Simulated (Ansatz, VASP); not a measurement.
**PbSe in VASP and in Ansatz**

```
Pb Se
1.0
     0.00000    2.93914    2.93914
     2.93914    0.00000    2.93914
     2.93914    2.93914    0.00000
Pb Se
1 1
Direct
  0.00000 0.00000 0.00000
  0.50000 0.50000 0.50000
```

Alike in both runs: task single point; functional PBE; dispersion D3(BJ); k mesh 10 × 10 × 10; occupations gaussian, width 0.03 eV; no spin polarisation.

```csv
,VASP,Ansatz
version,VASP 6.6.1,Ansatz 0.2.0
potentials or method,"VASP PAW PBE potentials, release 64 (Pb_d, Se), cutoff 520 eV","scalar-relativistic, plane waves, PAW"
valence electrons in the cell,20,30
```

```tsv
	VASP	Ansatz	Ansatz less VASP
gap on the k mesh at the Fermi level (eV)	0.19	0.19	+0.006
least direct gap on the mesh (eV)	0.19	0.19	+0.006
pressure (GPa)	8.6	8.6	-0.01
```

VASP's potentials hold 20 valence electrons a cell and Ansatz's 30, so a difference there can come from the potentials and not from the codes.

Neither program's run includes spin-orbit coupling.
